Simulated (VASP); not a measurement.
**LiCl: single point with PBE**

The system is LiCl.

```
CELL_PARAMETERS angstrom
4.00186 0.00000 0.00000
-2.00093 3.46571 0.00000
0.00000 0.00000 6.48184
ATOMIC_POSITIONS crystal
Cl 0.33333 0.66667 0.99898
Cl 0.66667 0.33333 0.49898
Li 0.33333 0.66667 0.37602
Li 0.66667 0.33333 0.87602
```

```
Program                : VASP 6.6.1
Task                   : single point
Functional             : PBE
Potentials or basis    : VASP PAW PBE potentials, release 64 (Cl, Li_sv)
Cutoff                 : 520 eV
k mesh                 : 8 × 8 × 4
Occupations            : fermi-dirac, width 0.05 eV
Spin                   : no spin polarisation
Dipole correction      : no
Further INCAR settings : ALGO = Normal; EDIFF = 1e-07; NBANDS = 18
```

| Item | Value |
| --- | --- |
| Largest force | 0.014 eV/Å |
| Band gap on the k mesh | 5.75 eV, direct |

Forces in eV/Å, atoms in the order of the input:
```
Cl   0.000  0.000 -0.014
Cl   0.000  0.000 -0.014
Li   0.000  0.000  0.014
Li   0.000  0.000  0.014
```

Levels at points of the mesh, in eV from the valence-band top:
| k point | band 7 | band 8 | band 9 | band 10 | band 11 | band 12 | band 13 | band 14 |
| --- | --- | --- | --- | --- | --- | --- | --- | --- |
| (0.00, 0.00, 0.00) | -0.29 | -0.02 | -0.02 | 0.00 | 5.75 | 8.01 | 9.94 | 9.94 |
| (0.50, 0.00, 0.00) | -0.99 | -0.74 | -0.49 | -0.26 | 7.76 | 7.94 | 8.88 | 10.21 |
| (0.00, 0.00, 0.50) | -0.16 | -0.16 | -0.16 | -0.16 | 7.01 | 7.01 | 10.01 | 10.01 |
| (0.50, 0.00, 0.50) | -0.52 | -0.52 | -0.50 | -0.50 | 7.35 | 7.35 | 9.82 | 9.82 |

Wall time 22 s on 1 thread of Intel(R) Xeon(R) 6975P-C (Granite Rapids), on a shared host, peak memory 0.19 GiB.

 A k mesh can miss the band edges.
